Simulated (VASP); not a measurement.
# Bi2Te3 (R-3m) in VASP: single point with r2SCAN

Aim: the single point of Bi2Te3 with r2SCAN.

All numbers are computed with VASP 6.6.1; they aren't measurements. Logs are shortened: lines on timing, memory, paths and dates and some standing lists are left out, and cuts for length are marked.

## Step 1: The cell of the first run

The structure is trigonal, space group R-3m (No. 166). Conventional cell: a = 4.348 Å, b = 4.348 Å, c = 31.047 Å, α = 90.00°, β = 90.00°, γ = 120.00°. Bi (site symmetry 3m) has 6 Te at 3.05 to 3.23 Å within 4.0 Å. Within 4.0 Å of Te (site symmetry 3m) lie 3 Bi at 3.05 Å and 3 Te at 3.77 Å. Te (site symmetry -3m) has 6 Bi at 3.23 Å and 12 Te at 4.35 to 4.53 Å within 4.6 Å.

## Step 2: Single point, r2SCAN (strain -1.0%)

POSCAR reads:

```
Bi2Te3
1.0
    2.1737683476      1.2550257407     10.3490086499
   -2.1737683476      1.2550257407     10.3490086499
    0.0000000000     -2.5100514813     10.3490086499
Bi Te
2 3
Direct
    0.3989607541      0.3989607541      0.3989607541
    0.6010392459      0.6010392459      0.6010392459
    0.2120396351      0.2120396351      0.2120396351
    0.7879603649      0.7879603649      0.7879603649
    0.0000000000      0.0000000000      0.0000000000
```

INCAR.step1 reads:

```
  ALGO = Normal
  EDIFF = 1E-4
  ENCUT = 520
  GGA = PE
  ISMEAR = 0
  LASPH = T
  LCHARG = F
  LREAL = F
  LWAVE = T
  NBANDS = 32
  NELM = 100
  PREC = Accurate
  SIGMA = 0.01
```

INCAR.step2 reads:

```
  ALGO = Normal
  EDIFF = 1E-6
  ENCUT = 520
  ISIF = 2
  ISMEAR = 0
  ISTART = 1
  LASPH = T
  LCHARG = F
  LMIXTAU = T
  LREAL = F
  LWAVE = F
  METAGGA = R2SCAN
  NBANDS = 32
  NELM = 100
  PREC = Accurate
  SIGMA = 0.01
```

KPOINTS reads:

```
k-points
0
Gamma
  8 8 8
```

Potentials or basis: VASP PAW PBE potentials, release 64 (Bi_d, Te).

Run with:

```console
$ cat potpaw_PBE.64/Bi_d/POTCAR potpaw_PBE.64/Te/POTCAR > POTCAR
$ cp INCAR.step1 INCAR
$ mpirun -np 1 vasp_std > vasp.out
$ cp INCAR.step2 INCAR
$ mpirun -np 1 vasp_std > vasp.out
```

OUTCAR:

```text
EDIFF = 1E-6
   ENCUT = 520
   ISIF = 2
   ISMEAR = 0
   ISTART = 1
   LASPH = T
   LREAL = F
   METAGGA = R2SCAN
   NELM = 100
   PREC = Accurate

 ion  position               nearest neighbor table
   1  0.399  0.399  0.399-   4 3.05   4 3.05   4 3.05   5 3.23   5 3.23   5 3.23
   2  0.601  0.601  0.601-   3 3.05   3 3.05   3 3.05   5 3.23   5 3.23   5 3.23
   3  0.212  0.212  0.212-   2 3.05   2 3.05   2 3.05
   4  0.788  0.788  0.788-   1 3.05   1 3.05   1 3.05
   5  0.000  0.000  0.000-   2 3.23   2 3.23   1 3.23   1 3.23   2 3.23   1 3.23

  LATTYP: Found a trigonal (rhomboedric) cell.
 ALAT       =    10.6490534074
 COS(alpha) =     0.9166636439

  Lattice vectors:

 A1 = (   2.1737683476,   1.2550257407,  10.3490086499)
 A2 = (  -2.1737683476,   1.2550257407,  10.3490086499)
 A3 = (   0.0000000000,  -2.5100514813,  10.3490086499)

Analysis of symmetry for initial positions (statically):
=====================================================================
 Subroutine PRICEL returns:
 Original cell was already a primitive cell.

 Routine SETGRP: Setting up the symmetry group for a
 trigonal (rhombohedral) supercell.

 Subroutine GETGRP returns: Found 12 space group operations
 (whereof 12 operations were pure point group operations)
 out of a pool of 12 trial point group operations.

The static configuration has the point symmetry D_3d.

Analysis of symmetry for dynamics (positions and initial velocities):
=====================================================================
 Subroutine PRICEL returns:
 Original cell was already a primitive cell.

 Routine SETGRP: Setting up the symmetry group for a
 trigonal (rhombohedral) supercell.

 Subroutine GETGRP returns: Found 12 space group operations
 (whereof 12 operations were pure point group operations)
 out of a pool of 12 trial point group operations.

The dynamic configuration has the point symmetry D_3d.

 Subroutine INISYM returns: Found 12 space group operations
 (whereof 12 operations are pure point group operations),
 and found     1 'primitive' translations

----------------------------------------------------------------------------------------

                                     Primitive cell

  volume of cell :     169.4010

[... 84 lines left out ...]
 SYSTEM =  unknown system
   PREC   = accura    normal or accurate (medium, high low for compatibility)
   ISTART =      1    job   : 0-new  1-cont  2-samecut
   ICHARG =      0    charge: 1-file 2-atom 10-const
   ISPIN  =      1    spin polarized calculation?
   LNONCOLLINEAR =      F non collinear calculations
   LSORBIT =      F    spin-orbit coupling
   LASPH  =      T    aspherical Exc in radial PAW
   ENCUT  =  520.0 eV  38.22 Ry    6.18 a.u.  19.80 19.80 19.80*2*pi/ulx,y,z
   NELM   =    100;   NELMIN=  2; NELMDL=  0     # of ELM steps
   EDIFF  = 0.1E-05   stopping-criterion for ELM
   LREAL  =      F    real-space projection
[... 7 lines left out ...]
   TEBEG  =    0.0;   TEEND  =   0.0 temperature during run
   PSTRESS=    0.0 pullay stress
   NELECT =      48.0000    total number of electrons
   NUPDOWN=      -1.0000    fix difference up-down
   EMIN   =  10.00;   EMAX   =-10.00  energy-range for DOS
   EFERMI =   0.00;   METHOD = LEGACY
   ISMEAR =     0;   SIGMA  =   0.01  broadening in eV -4-tet -1-fermi 0-gaus
   EFERMI_NEDOS =   21; number of points for ismear=-14 and -15
   IALGO  =     38    algorithm
   IMIX   =      4    mixing-type and parameters
     AMIX     =   0.40;   BMIX     =  1.00
     AMIX_MAG =   1.60;   BMIX_MAG =  1.00
  volume/ion in A,a.u.               =      33.88       228.63
  Fermi-wavevector in a.u.,A,eV,Ry     =   1.075268  2.031961 15.731065  1.156201
  Thomas-Fermi vector in A             =   2.211119
   LORBIT       =      0    0 simple, 1 ext, 2 COOP (PROOUT), +10 PAW based schemes
   METAGGA = R2SCAN    functional components
   LHFCALC =     F    Hartree Fock is set to
   AEXX    =    0.0000 exact exchange contribution
   IVDW    =     0    specifies the selected vdW correction
   LEPSILON=     F    determine dielectric tensor
   LRPA    =     F    only Hartree local field effects (RPA)
 non-spin polarized calculation
 Gauss-broadening in eV      SIGMA  =   0.01
  energy-cutoff  :      520.00
  volume of cell :      169.40
 maximum number of plane-waves:      4584
   NGX = 39   NGY = 39   NGZ = 39

 number of electron      48.0000007 magnetization

 Free energy of the ion-electron system (eV)
  ---------------------------------------------------
  ext. energy  EPLUGINS =         0.00000000
  ---------------------------------------------------
  free energy    TOTEN  =      -194.53395287 eV

  energy without entropy =     -194.53395287  energy(sigma->0) =     -194.53395287

 E-fermi :   6.1154     XC(G=0):  -9.8277

 val. band max:        6.0741741103   @ k =   0.0000   0.0000   0.0000
 cond. band min:       6.7195429806   @ k =   0.0000   0.0000   0.0000
 fundamental gap:      0.6453688704
 Fermi energy:         6.1153792143

 k-point     1 :       0.0000    0.0000    0.0000
  band No.  band energies     occupation
      1     -17.8986      2.00000
      2     -17.8986      2.00000
      3     -17.8968      2.00000
      4     -17.8968      2.00000
      5     -17.8842      2.00000
      6     -17.8827      2.00000
[... 829 lines left out ...]
     31      10.3163      0.00000
     32      11.9213      0.00000

 [... further k-points ...]

------------------------ aborting loop because EDIFF is reached ----------------------------------------

  FORCE on cell =-STRESS in cart. coord.  units (eV):
  Direction    XX          YY          ZZ          XY          YZ          ZX
  --------------------------------------------------------------------------------------
  -------------------------------------------------------------------------------------
  Total        2.3191346      2.3191346      1.9090305      0.0000000      0.0000000      0.0000000
  in kB       21.9341417     21.9341417     18.0554180      0.0000000      0.0000000      0.0000000
  external PRESSURE =      20.6412338 kB  Pullay stress =       0.0000000 kB

 VOLUME and BASIS-vectors are now :
 -----------------------------------------------------------------------------
  energy-cutoff  :      520.00
  volume of cell :      169.40
      direct lattice vectors                 reciprocal lattice vectors
     2.173768348  1.255025741 10.349008650     0.230015310  0.132799401  0.032209204
    -2.173768348  1.255025741 10.349008650    -0.230015310  0.132799401  0.032209204
     0.000000000 -2.510051481 10.349008650     0.000000000 -0.265598802  0.032209204

 POSITION                                       TOTAL-FORCE (eV/Angst)
 -----------------------------------------------------------------------------------
      0.00000      0.00000     12.38654        -0.000000      0.000000      0.021252
      0.00000      0.00000     18.66048        -0.000000     -0.000000     -0.021252
      0.00000      0.00000      6.58320        -0.000000      0.000000      0.008696
      0.00000      0.00000     24.46383        -0.000000     -0.000000     -0.008696
      0.00000      0.00000      0.00000         0.000000     -0.000000      0.000000
 -----------------------------------------------------------------------------------
    total drift:                               -0.000000     -0.000000     -0.000000

  FREE ENERGIE OF THE ION-ELECTRON SYSTEM (eV)
  ---------------------------------------------------
  free  energy   TOTEN  =      -194.5339528730 eV

  energy  without entropy=     -194.5339528730  energy(sigma->0) =     -194.53395287
```

OSZICAR.step1:

```text
N       E                     dE             d eps       ncg     rms          rms(c)
DAV:   1     0.434233465021E+03    0.43423E+03   -0.21655E+04  4160   0.145E+03
DAV:   2     0.277886199483E+02   -0.40644E+03   -0.39068E+03  4328   0.377E+02
DAV:   3    -0.166496207657E+02   -0.44438E+02   -0.42492E+02  5376   0.136E+02
DAV:   4    -0.185072143703E+02   -0.18576E+01   -0.18519E+01  4640   0.297E+01
DAV:   5    -0.185912787206E+02   -0.84064E-01   -0.84055E-01  6232   0.631E+00    0.744E+00
DAV:   6    -0.183074107967E+02    0.28387E+00   -0.35864E-01  5496   0.467E+00    0.549E+00
DAV:   7    -0.183164296260E+02   -0.90188E-02   -0.23608E-01  5264   0.207E+00    0.125E+00
DAV:   8    -0.183176490083E+02   -0.12194E-02   -0.29909E-02  4616   0.983E-01    0.616E-01
DAV:   9    -0.183174915704E+02    0.15744E-03   -0.25160E-03  4976   0.363E-01    0.354E-01
DAV:  10    -0.183178109969E+02   -0.31943E-03   -0.99175E-04  3840   0.148E-01    0.711E-02
DAV:  11    -0.183178390080E+02   -0.28011E-04   -0.43314E-05  2888   0.450E-02
   1 F= -.18317839E+02 E0= -.18317839E+02  d E =-.103710E-59
```

Wall time 51 min (1 thread of Intel Xeon 6975P-C (Granite Rapids), shared host); peak memory 1.2 GiB.

Results:

- Free energy: -194.5340 eV
- Pressure: 2.1 GPa
- Largest force: 0.021 eV/Å
- Band gap on the k mesh: 0.65 eV

Forces in eV/Å, atoms in the order of the input:
```
Bi   0.000  0.000  0.021
Bi   0.000  0.000 -0.021
Te   0.000  0.000  0.009
Te   0.000  0.000 -0.009
Te   0.000  0.000  0.000
```

Caveat: the cell differs from its parent crystal (strain -1.0%); the PAW data sets were made with another functional, which shifts forces and pressure a little; spin-orbit coupling is left out, which moves the levels of the heavy elements. A k mesh can miss the band edges.
